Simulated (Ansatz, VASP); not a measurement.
One calculation of Ca, two programs

```
CELL_PARAMETERS angstrom
0.00000 2.79420 2.79420
2.79420 0.00000 2.79420
2.79420 2.79420 0.00000
ATOMIC_POSITIONS crystal
Ca 0.00000 0.00000 0.00000
```

Alike in both runs: task relaxation of cell and atoms; functional PBE; dispersion D4; k mesh 8 × 8 × 8; occupations fermi-dirac, width 0.05 eV; no spin polarisation.

|  | VASP | Ansatz |
| --- | --- | --- |
| version | VASP 6.6.1 | Ansatz 0.2.0 |
| potentials or method | VASP PAW PBE potentials, release 64 (Ca_sv), cutoff 600 eV | all-electron LAPW, scalar-relativistic |

```csv
,VASP,Ansatz,Ansatz less VASP
relaxed volume (Å³/atom),41.84,41.84,-0.001
relaxed cell length with the largest relative difference (Å),3.897,3.897,0.0000
```

Ansatz ran all-electron here, and VASP with PAW potentials.
